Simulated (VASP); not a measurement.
# H4C in VASP: notebook

Runs on H4C. Level: PBE+D3(BJ). Tasks: single point, relaxation of the atoms.

All numbers are computed with VASP 6.6.1; they aren't measurements. Logs are shortened: lines on timing, memory, paths and dates and some standing lists are left out, and cuts for length are marked.

## (1) The cell of the first run

The cell holds an amorphous packing of atoms, 40 atoms: a = 7.958 Å, b = 7.958 Å, c = 7.958 Å, α = 90.00°, β = 90.00°, γ = 90.00°.

## (2) Single point, PBE+D3(BJ)

Contents of INCAR:

```
  ALGO = Normal
  EDIFF = 1E-6
  ENCUT = 520
  GGA = PE
  ISIF = 2
  ISMEAR = -1
  IVDW = 12
  LASPH = True
  LCHARG = False
  LREAL = Auto
  LWAVE = False
  NBANDS = 58
  NELM = 60
  PREC = Accurate
  SIGMA = 0.05
```

Contents of KPOINTS:

```
k-points
0
Gamma
  1 1 1
```

Contents of POSCAR:

```
H4C
1.0
    7.9581140000      0.0000000000      0.0000000000
    0.0000000000      7.9581140000      0.0000000000
    0.0000000000      0.0000000000      7.9581140000
C H
8 32
Direct
    0.8793792097      0.6051685110      0.8817541443
    0.4126731535      0.5434704755      0.0041215796
    1.0445816685      0.2349551665      0.2256564809
    0.7981413687      0.0444703356      0.6634109539
    0.1853831197      0.2593956307      0.6987585249
    0.2175264139      0.7504290589      0.4634138189
    0.5647317945      0.3845634782      0.3959606510
    0.5283035654      0.9901592262      0.0360009922
    0.8255347938      0.6786783904      0.9793526456
    0.9079161218      0.4775754657      0.9183834260
    0.9830092909      0.6661879938      0.8264897939
    0.7874855776      0.5936331146      0.7787649184
    0.3978078223      0.5992751549      0.1254191634
    0.4097327583      0.4056488761      0.0282855963
    0.5450537653      0.5700345584     -0.0408262561
    0.3072587299      0.5767321252     -0.0774806694
    0.9853967912      0.3540286053      0.2683424741
    1.1529239214      0.1897937124      0.3020690581
    1.0890520040      0.2806820812      0.1044719892
    0.9348697443      0.1433128503      0.2403835884
    0.8050022907      0.0579031665      0.8000765005
    0.7847839325      0.1725031835      0.6058721953
    0.6874618785     -0.0275819120      0.6255125272
    0.9188483603     -0.0201052661      0.6339316074
    0.1497214038      0.2152897031      0.5779384412
    0.3037151767      0.1996955560      0.7484687955
    0.0783602748      0.2184060193      0.7845074851
    0.2047847015      0.4023315072      0.7035460914
    0.2984249786      0.6966977352      0.5673957423
    0.2450580628      0.8922717116      0.4658013193
    0.0843415915      0.7304494507      0.4703375699
    0.2635549076      0.7033827362      0.3409350507
    0.5488360684      0.3057131376      0.5058987594
    0.4939612577      0.3341118260      0.2927829383
    0.6914703660      0.4027461783      0.3593565008
    0.5046798777      0.5027321800      0.4262567739
    0.5475669235      0.9112711881      0.1511664698
    0.6217804872      1.0916405570      0.0325705312
    0.4001953227      1.0417794970      0.0583932324
    0.5195452088      0.9090596088     -0.0787875117
```

Potentials or basis: VASP PAW PBE potentials, release 64 (C, H).

Command:

```
cat potpaw_PBE.64/C/POTCAR potpaw_PBE.64/H/POTCAR > POTCAR
mpirun -np 1 vasp_gam > vasp.out
```

OUTCAR:

```text
EDIFF = 1E-6
   ENCUT = 520
   GGA = PE
   ISIF = 2
   ISMEAR = -1
   IVDW = 12
   LASPH = True
   LREAL = Auto
   NELM = 60
   PREC = Accurate
 IVDW          = 12

 ion  position               nearest neighbor table
   1  0.879  0.605  0.882-  11 1.05   9 1.06  10 1.08  12 1.10
   2  0.413  0.543  0.004-  13 1.07  16 1.09  14 1.11  15 1.13
   3  0.045  0.235  0.226-  19 1.09  17 1.11  18 1.11  20 1.14
   4  0.798  0.044  0.663-  23 1.09  21 1.09  24 1.11  22 1.12
   5  0.185  0.259  0.699-  25 1.06  26 1.13  27 1.14  28 1.15
   6  0.218  0.750  0.463-  31 1.07  32 1.11  29 1.13  30 1.15
   7  0.565  0.385  0.396-  35 1.06  34 1.07  36 1.08  33 1.08
   8  0.528  0.990  0.036-  38 1.10  39 1.11  40 1.12  37 1.12
   9  0.826  0.679  0.979-   1 1.06
  10  0.908  0.478  0.918-   1 1.08
  11  0.983  0.666  0.826-   1 1.05
  12  0.787  0.594  0.779-   1 1.10
  13  0.398  0.599  0.125-   2 1.07
  14  0.410  0.406  0.028-   2 1.11
[... 24 lines left out ...]
  39  0.400  0.042  0.058-   8 1.11
  40  0.520  0.909  0.921-   8 1.12

  LATTYP: Found a simple cubic cell.
 ALAT       =     7.9581140000

  Lattice vectors:

 A1 = (   7.9581140000,   0.0000000000,   0.0000000000)
 A2 = (   0.0000000000,   7.9581140000,   0.0000000000)
 A3 = (   0.0000000000,   0.0000000000,   7.9581140000)

Analysis of symmetry for initial positions (statically):
=====================================================================
 Subroutine PRICEL returns:
 Original cell was already a primitive cell.

 Routine SETGRP: Setting up the symmetry group for a
 simple cubic supercell.

 Subroutine GETGRP returns: Found  1 space group operations
 (whereof  1 operations were pure point group operations)
 out of a pool of 48 trial point group operations.

The static configuration has the point symmetry C_1 .

Analysis of symmetry for dynamics (positions and initial velocities):
=====================================================================
 Subroutine PRICEL returns:
 Original cell was already a primitive cell.

 Routine SETGRP: Setting up the symmetry group for a
 simple cubic supercell.

 Subroutine GETGRP returns: Found  1 space group operations
 (whereof  1 operations were pure point group operations)
 out of a pool of 48 trial point group operations.

The dynamic configuration has the point symmetry C_1 .

 Subroutine INISYM returns: Found  1 space group operations
 (whereof  1 operations are pure point group operations),
 and found     1 'primitive' translations

----------------------------------------------------------------------------------------

                                     Primitive cell

  volume of cell :     503.9999

  direct lattice vectors                    reciprocal lattice vectors
     7.958114000  0.000000000  0.000000000     0.125657913  0.000000000  0.000000000
     0.000000000  7.958114000  0.000000000     0.000000000  0.125657913  0.000000000
     0.000000000  0.000000000  7.958114000     0.000000000  0.000000000  0.125657913

  length of vectors
     7.958114000  7.958114000  7.958114000     0.125657913  0.125657913  0.125657913

  position of ions in fractional coordinates (direct lattice)
     0.879379210  0.605168511  0.881754144
     0.412673154  0.543470476  0.004121580
     0.044581669  0.234955167  0.225656481
     0.798141369  0.044470336  0.663410954
     0.185383120  0.259395631  0.698758525
     0.217526414  0.750429059  0.463413819
[... 32 lines left out ...]
     0.400195323  0.041779497  0.058393232
     0.519545209  0.909059609  0.921212488

  ion indices of the primitive-cell ions
   primitive index   ion index
                 1           1
                 2           2
                 3           3
                 4           4
                 5           5
                 6           6
[... 32 lines left out ...]
                39          39
                40          40

----------------------------------------------------------------------------------------

 KPOINTS: k-points

Automatic generation of k-mesh.
 Grid dimensions read from file:
 generate k-points for:    1    1    1

 Generating k-lattice:

  Cartesian coordinates                     Fractional coordinates (reciprocal lattice)
     0.125657913  0.000000000  0.000000000     1.000000000  0.000000000  0.000000000
     0.000000000  0.125657913  0.000000000     0.000000000  1.000000000  0.000000000
     0.000000000  0.000000000  0.125657913     0.000000000  0.000000000  1.000000000

  Length of vectors
     0.125657913  0.125657913  0.125657913

  Shift w.r.t. Gamma in fractional coordinates (k-lattice)
     0.000000000  0.000000000  0.000000000

 Subroutine IBZKPT returns following result:
 ===========================================

 Found      1 irreducible k-points:

 Following reciprocal coordinates:
            Coordinates               Weight
  0.000000  0.000000  0.000000      1.000000
   k-points           NKPTS =      1   k-points in BZ     NKDIM =      1   number of bands    NBANDS=     58
   number of dos      NEDOS =    301   number of ions     NIONS =     40
   total plane-waves  NPLWV = 216000
   dimension x,y,z NGX =    60 NGY =   60 NGZ =   60
   dimension x,y,z NGXF=   120 NGYF=  120 NGZF=  120
   ions per type =               8  32
   NGX,Y,Z   is equivalent  to a cutoff of  12.53, 12.53, 12.53 a.u.
   NGXF,Y,Z  is equivalent  to a cutoff of  25.07, 25.07, 25.07 a.u.
 SYSTEM =  unknown system
   PREC   = accura    normal or accurate (medium, high low for compatibility)
   ISTART =      0    job   : 0-new  1-cont  2-samecut
   ICHARG =      2    charge: 1-file 2-atom 10-const
   ISPIN  =      1    spin polarized calculation?
   LNONCOLLINEAR =      F non collinear calculations
   LSORBIT =      F    spin-orbit coupling
   LASPH  =      T    aspherical Exc in radial PAW
   ENCUT  =  520.0 eV  38.22 Ry    6.18 a.u.  14.80 14.80 14.80*2*pi/ulx,y,z
   NELM   =     60;   NELMIN=  2; NELMDL= -5     # of ELM steps
   EDIFF  = 0.1E-05   stopping-criterion for ELM
   LREAL  =      T    real-space projection
   EDIFFG = 0.1E-04   stopping-criterion for IOM
   NSW    =      0    number of steps for IOM
   IBRION =     -1    ionic relax: 0-MD 1-quasi-New 2-CG
   NFREE  =      0    steps in history (QN), initial steepest desc. (CG)
   ISIF   =      2    stress and relaxation
   ISYM   =      2    0-nonsym 1-usesym 2-fastsym
   POTIM  = 0.5000    time-step for ionic-motion
   TEBEG  =    0.0;   TEEND  =   0.0 temperature during run
   PSTRESS=    0.0 pullay stress
   NELECT =      64.0000    total number of electrons
   NUPDOWN=      -1.0000    fix difference up-down
   EMIN   =  10.00;   EMAX   =-10.00  energy-range for DOS
   EFERMI =   0.00;   METHOD = LEGACY
   ISMEAR =    -1;   SIGMA  =   0.05  broadening in eV -4-tet -1-fermi 0-gaus
   EFERMI_NEDOS =   21; number of points for ismear=-14 and -15
   IALGO  =     38    algorithm
   IMIX   =      4    mixing-type and parameters
     AMIX     =   0.40;   BMIX     =  1.00
     AMIX_MAG =   1.60;   BMIX_MAG =  1.00
  volume/ion in A,a.u.               =      12.60        85.03
  Fermi-wavevector in a.u.,A,eV,Ry     =   0.822858  1.554975  9.212431  0.677095
  Thomas-Fermi vector in A             =   1.934266
   LORBIT       =      0    0 simple, 1 ext, 2 COOP (PROOUT), +10 PAW based schemes
   GGA     = PE    functional components
   LHFCALC =     F    Hartree Fock is set to
   AEXX    =    0.0000 exact exchange contribution
   IVDW    =    12    specifies the selected vdW correction
   LEPSILON=     F    determine dielectric tensor
   LRPA    =     F    only Hartree local field effects (RPA)
 non-spin polarized calculation
  energy-cutoff  :      520.00
  volume of cell :      504.00
 maximum number of plane-waves:      6759
 NGX is ok and might be reduce to    60
   NGX = 29   NGY = 29   NGZ = 29

 number of electron      63.9999998 magnetization

 Free energy of the ion-electron system (eV)
  ---------------------------------------------------
  ext. energy  EPLUGINS =         0.00000000
  ---------------------------------------------------
  free energy    TOTEN  =      -191.32477782 eV

  energy without entropy =     -191.32477782  energy(sigma->0) =     -191.32477782

 E-fermi :  -4.9983     XC(G=0):  -5.5395

 val. band max:       -6.2297527965   @ k =   0.0000   0.0000   0.0000
 cond. band min:       0.4858462176   @ k =   0.0000   0.0000   0.0000
 fundamental gap:      6.7155990141
 Fermi energy:        -4.9982528618

 k-point     1 :       0.0000    0.0000    0.0000
  band No.  band energies     occupation
      1     -15.2640      2.00000
      2     -15.1340      2.00000
      3     -14.9495      2.00000
      4     -14.9053      2.00000
      5     -14.8853      2.00000
      6     -14.8741      2.00000
[... 36 lines left out ...]
     43       3.8208      0.00000
     44       3.9160      0.00000
 [bands above 44 left out]

------------------------ aborting loop because EDIFF is reached ----------------------------------------

 Edisp (eV)   -1.02780

 E8    (eV) :    -0.2104

  FORCE on cell =-STRESS in cart. coord.  units (eV):
  Direction    XX          YY          ZZ          XY          YZ          ZX
  --------------------------------------------------------------------------------------
  -------------------------------------------------------------------------------------
  Total      -3.83188    -4.62815     1.54286    -0.09192     2.72126    -1.58348
  in kB     -12.18125   -14.71255     4.90462    -0.29221     8.65067    -5.03377
  external pressure =       -7.33 kB  Pullay stress =        0.00 kB

 VOLUME and BASIS-vectors are now :
 -----------------------------------------------------------------------------
  energy-cutoff  :      520.00
  volume of cell :      504.00
      direct lattice vectors                 reciprocal lattice vectors
     7.958114000  0.000000000  0.000000000     0.125657913  0.000000000  0.000000000
     0.000000000  7.958114000  0.000000000     0.000000000  0.125657913  0.000000000
     0.000000000  0.000000000  7.958114000     0.000000000  0.000000000  0.125657913

 POSITION                                       TOTAL-FORCE (eV/Angst)
 -----------------------------------------------------------------------------------
      6.99820      4.81600      7.01710        -1.166855     -0.864118     -1.140196
      3.28410      4.32500      0.03280         1.168523     -1.298274     -0.238709
      0.35479      1.86980      1.79580        -1.067372      0.214933      0.926416
      6.35170      0.35390      5.27950         0.496411      0.526779     -0.070817
      1.47530      2.06430      5.56080         0.184149      0.810094      2.329407
      1.73110      5.97200      3.68790         2.074243      1.495936      0.048372
[... 32 lines left out ...]
      3.18480      0.33249      0.46470         0.424786      0.154431     -0.271400
      4.13460      7.23440      7.33111         0.423887      0.562998      0.648871
 -----------------------------------------------------------------------------------
    total drift:                               -0.019454      0.003785     -0.000177

  FREE ENERGIE OF THE ION-ELECTRON SYSTEM (eV)
  ---------------------------------------------------
  free  energy   TOTEN  =      -192.3525776761 eV

  energy  without entropy=     -192.3525776761  energy(sigma->0) =     -192.35257768
```

Run time: 3.1 min. Hardware: 1 thread of AMD EPYC 7R13 (Zen 3), shared host; peak memory 0.41 GiB.

Results:

- Free energy: -192.3526 eV
- Pressure: -0.7 GPa
- Largest force: 2.558 eV/Å
- Band gap on the k mesh: 6.72 eV
- Dispersion energy per atom: -0.026 eV

Forces on the atoms (eV/Å):
```
C   -1.167 -0.864 -1.140
C    1.169 -1.298 -0.239
C   -1.067  0.215  0.926
C    0.496  0.527 -0.071
C    0.184  0.810  2.329
C    2.074  1.496  0.048
C   -1.123  0.141  0.476
C   -1.026 -0.678  0.684
H   -0.345  0.517  0.921
H    0.292 -0.316  0.395
H    1.403  0.635 -0.342
H   -0.134  0.072  0.123
H   -0.144  0.606  0.714
H   -0.155  0.417 -0.282
H   -1.305  0.081 -0.029
H    0.326  0.173 -0.218
H    0.549 -0.235  0.773
H   -0.580  0.500 -0.185
H   -0.155 -0.990 -0.631
H    1.241  0.508 -0.952
H   -0.410  0.084  0.118
H    0.463 -0.764  0.252
H    0.084 -0.278  0.101
H   -0.618  0.337 -0.475
H    0.115 -0.178 -1.104
H   -0.722  0.254 -0.521
H    0.961  0.639 -0.498
H   -0.417 -1.516 -0.163
H   -0.997  0.099 -0.677
H   -0.417 -1.308 -0.088
H   -0.610 -0.280  0.429
H   -0.090  0.037  0.323
H    0.228 -0.372  0.201
H   -0.293 -0.500 -0.556
H    1.190  0.110 -0.143
H    0.004  0.599  0.088
H    0.263  0.215 -0.722
H   -0.117 -0.214 -0.244
H    0.425  0.154 -0.271
H    0.424  0.563  0.649
```

Stress tensor (GPa, compression positive):
```
-1.22 -0.03 -0.50
-0.03 -1.47  0.87
-0.50  0.87  0.49
```

Levels at points of the mesh, in eV from the valence-band top:
```
           k point  band 30  band 31  band 32  band 33  band 34  band 35
(0.00, 0.00, 0.00)    -0.43    -0.40     0.00     6.72     8.65     8.75
```

Caveat: the k points lie up to 0.79 Å⁻¹ apart.

(Continued in part 2 of 2.)
